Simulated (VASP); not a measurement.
# Mo3H (I4/mmm) in VASP: relaxation of cell and atoms with PBE

Aim: the relaxation of cell and atoms of Mo3H with PBE.

Program: VASP 6.6.1. These are calculated values, not measurements. Logs are shortened: lines on timing, memory, paths and dates and some standing lists are left out, and cuts for length are marked.

### 1 The cell of the first run

It takes space group I4/mmm (No. 139, tetragonal). The conventional cell has a = 3.894 Å, b = 3.894 Å, c = 7.630 Å, α = 90.00°, β = 90.00°, γ = 90.00°. H (site symmetry 4/mmm) has 12 Mo at 2.73 to 2.75 Å within 3.6 Å. Mo (site symmetry -4m2) has 4 H at 2.73 Å and 8 Mo at 2.73 to 2.75 Å within 3.6 Å. Mo (site symmetry 4/mmm) has 8 Mo at 2.73 Å and 4 H at 2.75 Å within 3.6 Å.

The cell was built from a structure type or drawn by symmetry, and may not be a known phase.

### 2 Relaxation of cell and atoms, PBE

The input, INCAR:

```
SYSTEM = Mo3H
  ALGO = Normal
  EDIFF = 1E-7
  EDIFFG = -0.08
  ENCUT = 600
  GGA = PE
  IBRION = 2
  ISIF = 3
  ISMEAR = 0
  LASPH = .TRUE.
  LCHARG = .FALSE.
  LREAL = .FALSE.
  LWAVE = .FALSE.
  NELM = 60
  NSW = 36
  PREC = Accurate
  SIGMA = 0.2
```

The input, KPOINTS:

```
k-points
0
G
  7 7 7
  0 0 0
```

The input, POSCAR:

```
Mo3H
1.0
   -1.9467789300      1.9467789300      3.8149969300
    1.9467789300     -1.9467789300      3.8149969300
    1.9467789300      1.9467789300     -3.8149969300
H Mo
1 3
Direct
    0.0000000000      0.0000000000      0.0000000000
    0.7500000000      0.2500000000      0.5000000000
    0.2500000000      0.7500000000      0.5000000000
    0.5000000000      0.5000000000      0.0000000000
```

Potentials or basis: VASP PAW PBE potentials, release 64 (H, Mo_sv).

The run is started by

```bash
> cat potpaw_PBE.64/H/POTCAR potpaw_PBE.64/Mo_sv/POTCAR > POTCAR
> mpirun -np 1 vasp_std > vasp.out
```

OUTCAR:

```text
SYSTEM = Mo3H
   EDIFF = 1E-7
   EDIFFG = -0.08
   ENCUT = 600
   GGA = PE
   IBRION = 2
   ISIF = 3
   ISMEAR = 0
   LASPH = .TRUE.
   LREAL = .FALSE.
   NELM = 60
   NSW = 36
   PREC = Accurate

 ion  position               nearest neighbor table
   1  0.000  0.000  0.000-
   2  0.750  0.250  0.500-   4 2.73   4 2.73   4 2.73   4 2.73   3 2.75   3 2.75   3 2.75   3 2.75

   3  0.250  0.750  0.500-   4 2.73   4 2.73   4 2.73   4 2.73   2 2.75   2 2.75   2 2.75   2 2.75

   4  0.500  0.500  0.000-   3 2.73   2 2.73   2 2.73   3 2.73   2 2.73   3 2.73   3 2.73   2 2.73

  LATTYP: Found a body centered tetragonal cell.
 ALAT       =     3.8935578600
 C/A-ratio  =     1.9596456851

  Lattice vectors:

 A1 = (  -1.9467789300,   1.9467789300,   3.8149969300)
 A2 = (   1.9467789300,  -1.9467789300,   3.8149969300)
 A3 = (   1.9467789300,   1.9467789300,  -3.8149969300)

Analysis of symmetry for initial positions (statically):
=====================================================================
 Subroutine PRICEL returns:
 Original cell was already a primitive cell.

 Routine SETGRP: Setting up the symmetry group for a
 body centered tetragonal supercell.

 Subroutine GETGRP returns: Found 16 space group operations
 (whereof 16 operations were pure point group operations)
 out of a pool of 16 trial point group operations.

The static configuration has the point symmetry D_4h.

Analysis of symmetry for dynamics (positions and initial velocities):
=====================================================================
 Subroutine PRICEL returns:
 Original cell was already a primitive cell.

 Routine SETGRP: Setting up the symmetry group for a
 body centered tetragonal supercell.

 Subroutine GETGRP returns: Found 16 space group operations
 (whereof 16 operations were pure point group operations)
 out of a pool of 16 trial point group operations.

The dynamic configuration has the point symmetry D_4h.

 Subroutine INISYM returns: Found 16 space group operations
 (whereof 16 operations are pure point group operations),
 and found     1 'primitive' translations

----------------------------------------------------------------------------------------

                                     Primitive cell

  volume of cell :      57.8346

  direct lattice vectors                    reciprocal lattice vectors
    -1.946778930  1.946778930  3.814996930     0.000000000  0.256834504  0.131061704
     1.946778930 -1.946778930  3.814996930     0.256834504  0.000000000  0.131061704
     1.946778930  1.946778930 -3.814996930     0.256834504  0.256834504  0.000000000

  length of vectors
     4.704688936  4.704688936  4.704688936     0.288342041  0.288342041  0.363218838

  position of ions in fractional coordinates (direct lattice)
     0.000000000  0.000000000  0.000000000
     0.750000000  0.250000000  0.500000000
[... 84 lines left out ...]
   NSW    =     36    number of steps for IOM
   IBRION =      2    ionic relax: 0-MD 1-quasi-New 2-CG
   NFREE  =      1    steps in history (QN), initial steepest desc. (CG)
   ISIF   =      3    stress and relaxation
   ISYM   =      2    0-nonsym 1-usesym 2-fastsym
   POTIM  = 0.5000    time-step for ionic-motion
   TEBEG  =    0.0;   TEEND  =   0.0 temperature during run
   PSTRESS=    0.0 pullay stress
   NELECT =      43.0000    total number of electrons
   NUPDOWN=      -1.0000    fix difference up-down
   EMIN   =  10.00;   EMAX   =-10.00  energy-range for DOS
   EFERMI =   0.00;   METHOD = LEGACY
   ISMEAR =     0;   SIGMA  =   0.20  broadening in eV -4-tet -1-fermi 0-gaus
   EFERMI_NEDOS =   21; number of points for ismear=-14 and -15
   IALGO  =     38    algorithm
   IMIX   =      4    mixing-type and parameters
     AMIX     =   0.40;   BMIX     =  1.00
     AMIX_MAG =   1.60;   BMIX_MAG =  1.00
  volume/ion in A,a.u.               =      14.46        97.57
  Fermi-wavevector in a.u.,A,eV,Ry     =   1.483093  2.802640 29.926912  2.199566
  Thomas-Fermi vector in A             =   2.596798
   LORBIT       =      0    0 simple, 1 ext, 2 COOP (PROOUT), +10 PAW based schemes
   GGA     = PE    functional components
   LHFCALC =     F    Hartree Fock is set to
   AEXX    =    0.0000 exact exchange contribution
   IVDW    =     0    specifies the selected vdW correction
   LEPSILON=     F    determine dielectric tensor
   LRPA    =     F    only Hartree local field effects (RPA)
 conjugate gradient relaxation of ions
 non-spin polarized calculation
 Gauss-broadening in eV      SIGMA  =   0.20
  energy-cutoff  :      600.00
  volume of cell :       57.83
 maximum number of plane-waves:      1944
 NGX is ok and might be reduce to    40
   NGX = 19   NGY = 19   NGZ = 19

--------------------------------------- Ionic step        1  -------------------------------------------

 number of electron      42.9999999 magnetization

 Free energy of the ion-electron system (eV)
  ---------------------------------------------------
  ext. energy  EPLUGINS =         0.00000000
  ---------------------------------------------------
  free energy    TOTEN  =       -32.42150417 eV

  energy without entropy =      -32.34033322  energy(sigma->0) =      -32.38091870

 E-fermi :   9.7338     XC(G=0): -12.3187

 val. band max:        9.7291568532   @ k =  -0.2857   0.2857   0.2857
 cond. band min:       9.7432052716   @ k =  -0.1429  -0.2857   0.1429
 fundamental gap:      0.0140484184
 Fermi energy:         9.7338315256

 k-point     1 :       0.0000    0.0000    0.0000
  band No.  band energies     occupation
      1     -51.2053      2.00000
      2     -50.9181      2.00000
      3     -50.8031      2.00000
      4     -25.7028      2.00000
      5     -25.5236      2.00000
      6     -25.5236      2.00000
[... 770 lines left out ...]
  FREE ENERGIE OF THE ION-ELECTRON SYSTEM (eV)
  ---------------------------------------------------
  free  energy   TOTEN  =       -32.4923501458 eV

  energy  without entropy=      -32.4197039239  energy(sigma->0) =      -32.45602703

[... ionic steps 4 to 9 ...]

--------------------------------------- Ionic step       10  -------------------------------------------

 number of electron      42.9999999 magnetization

------------------------ aborting loop because EDIFF is reached ----------------------------------------
[... 71 lines left out ...]
--------------------------------------- Ionic step       12  -------------------------------------------

 number of electron      42.9999999 magnetization

 Free energy of the ion-electron system (eV)
  ---------------------------------------------------
  ext. energy  EPLUGINS =         0.00000000
  ---------------------------------------------------
  free energy    TOTEN  =       -32.68859334 eV

  energy without entropy =      -32.60184565  energy(sigma->0) =      -32.64521949

 E-fermi :  10.2451     XC(G=0): -12.5419

 val. band max:       10.2292968764   @ k =  -0.4286  -0.4286   0.4286
 cond. band min:      10.2505723054   @ k =  -0.4286   0.4286   0.0000
 fundamental gap:      0.0212754290
 Fermi energy:        10.2450797475

 k-point     1 :       0.0000    0.0000    0.0000
  band No.  band energies     occupation
      1     -50.6595      2.00000
      2     -50.4211      2.00000
      3     -50.0643      2.00000
      4     -25.0036      2.00000
      5     -24.8288      2.00000
      6     -24.8288      2.00000
[... 694 lines left out ...]
  FREE ENERGIE OF THE ION-ELECTRON SYSTEM (eV)
  ---------------------------------------------------
  free  energy   TOTEN  =       -32.6885933415 eV

  energy  without entropy=      -32.6018456461  energy(sigma->0) =      -32.64521949

 reached required accuracy - stopping structural energy minimisation
```

OSZICAR:

```text
N       E                     dE             d eps       ncg     rms          rms(c)
DAV:   1     0.536402925049E+03    0.53640E+03   -0.28877E+04  2000   0.193E+03
DAV:   2    -0.145217158132E+02   -0.55092E+03   -0.54649E+03  2208   0.559E+02
DAV:   3    -0.335246047387E+02   -0.19003E+02   -0.18466E+02  2746   0.904E+01
DAV:   4    -0.337926105875E+02   -0.26801E+00   -0.26640E+00  2128   0.101E+01
[... 138 lines left out ...]
DAV:   4    -0.326885944242E+02    0.83104E-03   -0.59863E-03  2221   0.577E-01    0.511E-02
DAV:   5    -0.326885948476E+02   -0.42335E-06   -0.23649E-04  2438   0.110E-01    0.199E-02
DAV:   6    -0.326885936786E+02    0.11690E-05   -0.11633E-05  2654   0.217E-02    0.823E-03
DAV:   7    -0.326885934259E+02    0.25267E-06   -0.10062E-06  2541   0.792E-03    0.153E-03
DAV:   8    -0.326885933415E+02    0.84350E-07   -0.10720E-07  1183   0.260E-03
  12 F= -.32688593E+02 E0= -.32645219E+02  d E =-.143017E-02
```

CONTCAR:

```text
Mo3H
   1.00000000000000
    -2.0902420801138217    2.0902420801138217    3.1742787990114230
     2.0902420801138217   -2.0902420801138217    3.1742787990114230
     2.0902420801138217    2.0902420801138217   -3.1742787990114230
  H               Mo
     1     3
Direct
     0.0000000000000000    0.0000000000000000    0.0000000000000000
     0.7500000000000000    0.2500000000000000    0.5000000000000000
     0.2500000000000000    0.7500000000000000    0.5000000000000000
     0.5000000000000000    0.5000000000000000    0.0000000000000000

  0.00000000E+00  0.00000000E+00  0.00000000E+00
  0.00000000E+00  0.00000000E+00  0.00000000E+00
  0.00000000E+00  0.00000000E+00  0.00000000E+00
  0.00000000E+00  0.00000000E+00  0.00000000E+00
```

It took 11 min on 1 thread of Intel Xeon Platinum 8488C (Sapphire Rapids), shared host; peak memory 0.27 GiB.

Results:

| Property | Result |
| --- | --- |
| Free energy | -32.6886 eV |
| Relaxed volume | 13.87 Å³/atom |
| Relaxed cell | a = 4.338 Å, b = 4.338 Å, c = 4.338 Å, α = 122.38°, β = 122.38°, γ = 85.92° |
| Space group after relaxing (to 0.1 Å) | I4/mmm (No. 139) |
| Energy gained by relaxing | 66.8 meV/atom |
| Ionic steps | 12 |
| Pressure after relaxing | 0.5 GPa |
| Band gap on the k mesh | zero (an odd number of electrons rules out a gap without spin polarisation) |

Stress tensor (GPa, compression positive):
```
0.32 0.00 0.00
0.00 0.32 0.00
0.00 0.00 0.83
```

The path:
| step | energy change (eV) | largest force (eV/Å) | pressure (GPa) | volume (Å³) |
| --- | --- | --- | --- | --- |
| 1 | 0.0000 | 0.0000 | -7.73 | 57.83 |
| 2 | 0.0394 | 0.0000 | 13.06 | 52.18 |
| 3 | -0.0708 | 0.0000 | 0.53 | 55.23 |
| 4 | -0.0951 | 0.0000 | 0.68 | 55.17 |
| 5 | -0.1665 | 0.0000 | 1.71 | 54.92 |
| 6 | -0.2378 | 0.0000 | 5.98 | 53.99 |
| 7 | -0.2485 | 0.0000 | 4.87 | 54.28 |
| 8 | -0.2648 | 0.0000 | 1.71 | 55.14 |
| 9 | -0.2656 | 0.0000 | 0.90 | 55.37 |
| 10 | -0.2657 | 0.0000 | 0.75 | 55.41 |
| 11 | -0.2661 | 0.0000 | 0.68 | 55.43 |
| 12 | -0.2671 | 0.0000 | 0.49 | 55.48 |

Final structure:
```yaml
crystal:
  lattice:
    - [-2.09024, 2.09024, 3.17428]
    - [2.09024, -2.09024, 3.17428]
    - [2.09024, 2.09024, -3.17428]
  atoms:
    - { symbol: H, position: [0.00000, 0.00000, 0.00000] }
    - { symbol: Mo, position: [0.75000, 0.25000, 0.50000] }
    - { symbol: Mo, position: [0.25000, 0.75000, 0.50000] }
    - { symbol: Mo, position: [0.50000, 0.50000, 0.00000] }
```

Levels at points of the mesh, in eV from the Fermi level:
```tsv
k point	band 19	band 20	band 21	band 22	band 23	band 24
(0.00, 0.00, 0.00)	-1.68	-1.68	-1.49	1.34	2.49	2.64
```
